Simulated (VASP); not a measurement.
# Ga (Cmce) in VASP: single point with PBE

Aim: the single point of Ga with PBE.

Everything below comes from runs of VASP 6.6.1. Logs are shortened: lines on timing, memory, paths and dates and some standing lists are left out, and cuts for length are marked.

## (1) The cell of the first run

The structure is orthorhombic, space group Cmce (No. 64). Conventional cell: a = 4.570 Å, b = 7.740 Å, c = 4.591 Å, α = 90.00°, β = 90.00°, γ = 90.00°. Within 3.3 Å of Ga (site symmetry m) lie 7 Ga at 2.53 to 2.81 Å.

## (2) Single point, PBE

INCAR reads:

```
  PREC = Accurate
  ENCUT = 520
  EDIFF = 1E-7
  ISMEAR = 0
  SIGMA = 0.05
  LREAL = F
  LASPH = T
  NELM = 100
  ALGO = Fast
  ISIF = 2
  LWAVE = F
  LCHARG = F
  GGA = PE
  NBANDS = 34
```

KPOINTS reads:

```
regular mesh
0
Gamma
  12 12 10
```

POSCAR reads:

```
Ga
1.0
    2.2847841946     -3.8700018161      0.0000000000
    2.2847841946      3.8700018161      0.0000000000
    0.0000000000      0.0000000000      4.5906314140
Ga
4
Direct
    0.3437079017      0.6562920983      0.5823524324
    0.6562920983      0.3437079017      0.4176475676
    0.8437079017      0.1562920983      0.9176475676
    0.1562920983      0.8437079017      0.0823524324
```

Potentials or basis: VASP PAW PBE potentials, release 64 (Ga_d).

Launch:

```console
$ cat potpaw_PBE.64/Ga_d/POTCAR > POTCAR
$ mpirun -np 1 vasp_std > vasp.out
```

OUTCAR:

```text
PREC = Accurate
   ENCUT = 520
   EDIFF = 1E-7
   ISMEAR = 0
   LREAL = F
   LASPH = T
   NELM = 100
   ISIF = 2
   GGA = PE

 ion  position               nearest neighbor table
   1  0.344  0.656  0.582-   2 2.53   4 2.72   4 2.72   3 2.75   3 2.75   2 2.81   2 2.81
   2  0.656  0.344  0.418-   1 2.53   3 2.72   3 2.72   4 2.75   4 2.75   1 2.81   1 2.81
   3  0.844  0.156  0.918-   4 2.53   2 2.72   2 2.72   1 2.75   1 2.75   4 2.81   4 2.81
   4  0.156  0.844  0.082-   3 2.53   1 2.72   1 2.72   2 2.75   2 2.75   3 2.81   3 2.81

  LATTYP: Found a base centered orthorhombic cell.
 ALAT       =     4.5695683892
 B/A-ratio  =     1.6938150331
 C/A-ratio  =     1.0046094123

  Lattice vectors:

 A1 = (   2.2847841946,  -3.8700018161,   0.0000000000)
 A2 = (   2.2847841946,   3.8700018161,   0.0000000000)
 A3 = (   0.0000000000,   0.0000000000,   4.5906314140)

Analysis of symmetry for initial positions (statically):
=====================================================================
 Subroutine PRICEL returns:
 Original cell was already a primitive cell.

 Routine SETGRP: Setting up the symmetry group for a
 base centered orthorhombic supercell.

 Subroutine GETGRP returns: Found  8 space group operations
 (whereof  4 operations were pure point group operations)
 out of a pool of  8 trial point group operations.

The static configuration has the point symmetry C_2h.
 The point group associated with its full space group is D_2h.

Analysis of symmetry for dynamics (positions and initial velocities):
=====================================================================
 Subroutine PRICEL returns:
 Original cell was already a primitive cell.

 Routine SETGRP: Setting up the symmetry group for a
 base centered orthorhombic supercell.

 Subroutine GETGRP returns: Found  8 space group operations
 (whereof  4 operations were pure point group operations)
 out of a pool of  8 trial point group operations.

The dynamic configuration has the point symmetry C_2h.
 The point group associated with its full space group is D_2h.

 Subroutine INISYM returns: Found  8 space group operations
 (whereof  4 operations are pure point group operations),
 and found     1 'primitive' translations

----------------------------------------------------------------------------------------

                                     Primitive cell

  volume of cell :      81.1818

  direct lattice vectors                    reciprocal lattice vectors
     2.284784195 -3.870001816  0.000000000     0.218839049 -0.129198906  0.000000000
     2.284784195  3.870001816  0.000000000     0.218839049  0.129198906  0.000000000
     0.000000000  0.000000000  4.590631414     0.000000000  0.000000000  0.217834958

  length of vectors
     4.494124261  4.494124261  4.590631414     0.254131632  0.254131632  0.217834958

  position of ions in fractional coordinates (direct lattice)
     0.343707902  0.656292098  0.582352432
     0.656292098  0.343707902  0.417647568
     0.843707902  0.156292098  0.917647568
     0.156292098  0.843707902  0.082352432

  ion indices of the primitive-cell ions
   primitive index   ion index
                 1           1
                 2           2
                 3           3
                 4           4

----------------------------------------------------------------------------------------

 KPOINTS: regular mesh

Automatic generation of k-mesh.
 Grid dimensions read from file:
 generate k-points for:   12   12   10

 Generating k-lattice:

  Cartesian coordinates                     Fractional coordinates (reciprocal lattice)
     0.018236587 -0.010766575  0.000000000     0.083333333  0.000000000  0.000000000
     0.018236587  0.010766575  0.000000000     0.000000000  0.083333333  0.000000000
     0.000000000  0.000000000  0.021783496     0.000000000  0.000000000  0.100000000

  Length of vectors
     0.021177636  0.021177636  0.021783496

  Shift w.r.t. Gamma in fractional coordinates (k-lattice)
     0.000000000  0.000000000  0.000000000

 Subroutine IBZKPT returns following result:
 ===========================================

 Found    258 irreducible k-points:

 Following reciprocal coordinates:
            Coordinates               Weight
  0.000000  0.000000  0.000000      1.000000
  0.083333 -0.000000  0.000000      4.000000
  0.166667  0.000000  0.000000      4.000000
  0.250000  0.000000  0.000000      4.000000
  0.333333 -0.000000  0.000000      4.000000
  0.416667 -0.000000  0.000000      4.000000
[... 16 lines left out ...]
  0.500000  0.166667  0.000000      4.000000
 -0.416667  0.166667  0.000000      4.000000
 [... further k-points ...]
   k-points           NKPTS =    258   k-points in BZ     NKDIM =    258   number of bands    NBANDS=     34
   number of dos      NEDOS =    301   number of ions     NIONS =      4
   total plane-waves  NPLWV =  46656
   dimension x,y,z NGX =    36 NGY =   36 NGZ =   36
   dimension x,y,z NGXF=    72 NGYF=   72 NGZF=   72
   ions per type =               4
   NGX,Y,Z   is equivalent  to a cutoff of  13.32, 13.32, 13.04 a.u.
   NGXF,Y,Z  is equivalent  to a cutoff of  26.63, 26.63, 26.07 a.u.
 SYSTEM =  unknown system
   PREC   = accura    normal or accurate (medium, high low for compatibility)
   ISTART =      0    job   : 0-new  1-cont  2-samecut
   ICHARG =      2    charge: 1-file 2-atom 10-const
   ISPIN  =      1    spin polarized calculation?
   LNONCOLLINEAR =      F non collinear calculations
   LSORBIT =      F    spin-orbit coupling
   LASPH  =      T    aspherical Exc in radial PAW
   ENCUT  =  520.0 eV  38.22 Ry    6.18 a.u.   8.36  8.36  8.54*2*pi/ulx,y,z
   NELM   =    100;   NELMIN=  2; NELMDL= -5     # of ELM steps
   EDIFF  = 0.1E-06   stopping-criterion for ELM
   LREAL  =      F    real-space projection
   EDIFFG = 0.1E-05   stopping-criterion for IOM
   NSW    =      0    number of steps for IOM
   IBRION =     -1    ionic relax: 0-MD 1-quasi-New 2-CG
   NFREE  =      0    steps in history (QN), initial steepest desc. (CG)
   ISIF   =      2    stress and relaxation
   ISYM   =      2    0-nonsym 1-usesym 2-fastsym
   POTIM  = 0.5000    time-step for ionic-motion
   TEBEG  =    0.0;   TEEND  =   0.0 temperature during run
   PSTRESS=    0.0 pullay stress
   NELECT =      52.0000    total number of electrons
   NUPDOWN=      -1.0000    fix difference up-down
   EMIN   =  10.00;   EMAX   =-10.00  energy-range for DOS
   EFERMI =   0.00;   METHOD = LEGACY
   ISMEAR =     0;   SIGMA  =   0.05  broadening in eV -4-tet -1-fermi 0-gaus
   EFERMI_NEDOS =   21; number of points for ismear=-14 and -15
   IALGO  =     68    algorithm
   IMIX   =      4    mixing-type and parameters
     AMIX     =   0.40;   BMIX     =  1.00
     AMIX_MAG =   1.60;   BMIX_MAG =  1.00
  volume/ion in A,a.u.               =      20.30       136.96
  Fermi-wavevector in a.u.,A,eV,Ry     =   1.411204  2.666788 27.095944  1.991496
  Thomas-Fermi vector in A             =   2.533079
   LORBIT       =      0    0 simple, 1 ext, 2 COOP (PROOUT), +10 PAW based schemes
   GGA     = PE    functional components
   LHFCALC =     F    Hartree Fock is set to
   AEXX    =    0.0000 exact exchange contribution
   IVDW    =     0    specifies the selected vdW correction
   LEPSILON=     F    determine dielectric tensor
   LRPA    =     F    only Hartree local field effects (RPA)
 non-spin polarized calculation
 RMM-DIIS sequential band-by-band and
 Gauss-broadening in eV      SIGMA  =   0.05
  energy-cutoff  :      520.00
  volume of cell :       81.18
 maximum number of plane-waves:      2213
 NGX is ok and might be reduce to    36
   NGX = 17   NGY = 17   NGZ = 17

 number of electron      52.0000011 magnetization

 Free energy of the ion-electron system (eV)
  ---------------------------------------------------
  ext. energy  EPLUGINS =         0.00000000
  ---------------------------------------------------
  free energy    TOTEN  =       -11.63311374 eV

  energy without entropy =      -11.63192835  energy(sigma->0) =      -11.63252104

 E-fermi :   4.6891     XC(G=0): -10.4733

 val. band max:        4.6791621754   @ k =  -0.2500   0.1667   0.3000
 cond. band min:       4.6902006504   @ k =  -0.3333   0.3333   0.2000
 fundamental gap:      0.0110384750
 Fermi energy:         4.6890645075

 k-point     1 :       0.0000    0.0000    0.0000
  band No.  band energies     occupation
      1     -10.3743      2.00000
      2     -10.3657      2.00000
      3     -10.3361      2.00000
      4     -10.3219      2.00000
      5     -10.3053      2.00000
      6     -10.2829      2.00000
[... 26 lines left out ...]
     33      11.3635      0.00000
     34      12.0804      0.00000

 k-point     2 :       0.0833   -0.0000    0.0000
  band No.  band energies     occupation
      1     -10.3753      2.00000
      2     -10.3630      2.00000
      3     -10.3380      2.00000
      4     -10.3247      2.00000
      5     -10.3007      2.00000
      6     -10.2810      2.00000
[... 26 lines left out ...]
     33      11.6487      0.00000
     34      11.7347      0.00000

 k-point     3 :       0.1667    0.0000    0.0000
  band No.  band energies     occupation
      1     -10.3765      2.00000
      2     -10.3553      2.00000
      3     -10.3437      2.00000
      4     -10.3314      2.00000
      5     -10.2927      2.00000
      6     -10.2720      2.00000
[... 26 lines left out ...]
     33      11.1078      0.00000
     34      11.9019      0.00000
[... 704 lines left out ...]
 k-point    23 :       0.5000    0.1667    0.0000
  band No.  band energies     occupation
      1     -10.3941      2.00000
      2     -10.3788      2.00000
      3     -10.3351      2.00000
      4     -10.3132      2.00000
      5     -10.3029      2.00000
      6     -10.2638      2.00000
[... 26 lines left out ...]
     33      11.8055      0.00000
     34      13.3374      0.00000

 k-point    24 :      -0.4167    0.1667    0.0000
  band No.  band energies     occupation
      1     -10.3869      2.00000
      2     -10.3835      2.00000
      3     -10.3271      2.00000
      4     -10.3202      2.00000
      5     -10.3081      2.00000
      6     -10.2641      2.00000
[... 26 lines left out ...]
     33      11.8394      0.00000
     34      12.7916      0.00000

 [... further k-points ...]
[... 5 lines left out ...]
  --------------------------------------------------------------------------------------
  -------------------------------------------------------------------------------------
  Total        0.0465327      0.0586236      0.0464724      0.0000000     -0.0000000      0.0000000
  in kB        0.9183542      1.1569767      0.9171645      0.0000000     -0.0000000      0.0000000
  external PRESSURE =       0.9974985 kB  Pullay stress =       0.0000000 kB

 VOLUME and BASIS-vectors are now :
 -----------------------------------------------------------------------------
  energy-cutoff  :      520.00
  volume of cell :       81.18
      direct lattice vectors                 reciprocal lattice vectors
     2.284784195 -3.870001816  0.000000000     0.218839049 -0.129198906  0.000000000
     2.284784195  3.870001816  0.000000000     0.218839049  0.129198906  0.000000000
     0.000000000  0.000000000  4.590631414     0.000000000  0.000000000  0.217834958

 POSITION                                       TOTAL-FORCE (eV/Angst)
 -----------------------------------------------------------------------------------
      2.28478      1.20970      2.67337         0.000000     -0.004062     -0.000163
      2.28478     -1.20970      1.91727         0.000000      0.004062      0.000163
      2.28478     -2.66030      4.21258         0.000000     -0.004062      0.000163
      2.28478      2.66030      0.37805         0.000000      0.004062     -0.000163
 -----------------------------------------------------------------------------------
    total drift:                                0.000000      0.000000     -0.000000

  FREE ENERGIE OF THE ION-ELECTRON SYSTEM (eV)
  ---------------------------------------------------
  free  energy   TOTEN  =       -11.6331137370 eV

  energy  without entropy=      -11.6319283465  energy(sigma->0) =      -11.63252104
```

Run time: 19 min. Hardware: 1 thread of Oxide Virtual Turin-like, shared host; peak memory 0.54 GiB.

Results:

```
Free energy            : -11.6331 eV
Pressure               : 0.1 GPa
Largest force          : 0.004 eV/Å
Band gap on the k mesh : zero (bands 26 and 27 overlap by 1.34 eV)
```

Forces on the atoms (eV/Å):
```
Ga   0.000 -0.004  0.000
Ga   0.000  0.004  0.000
Ga   0.000 -0.004  0.000
Ga   0.000  0.004  0.000
```

Levels at points of the mesh, in eV from the Fermi level:
```
           k point  band 22  band 23  band 24  band 25  band 26  band 27  band 28  band 29  band 30  band 31
(0.00, 0.00, 0.00)    -4.21    -3.63    -1.80    -1.60    -0.62     0.93     0.97     1.18     4.89     5.24
(0.50, 0.00, 0.00)    -8.36    -3.38    -3.38    -1.27    -1.27     0.74     0.74     4.02     4.02     5.23
(0.50, 0.50, 0.00)    -7.01    -4.14    -3.09    -1.78    -1.45     1.14     1.28     3.19     3.72     4.22
(0.00, 0.00, 0.50)    -8.96    -0.29    -0.29     0.06     0.06     0.13     0.13     2.05     2.05     3.93
(0.50, 0.00, 0.50)    -7.01    -6.07    -6.07    -1.41    -1.41     0.56     0.56     6.97     6.97     7.56
(0.50, 0.50, 0.50)    -7.40    -5.19    -5.19    -1.15    -1.15    -0.88    -0.88     6.44     6.44     7.66
```
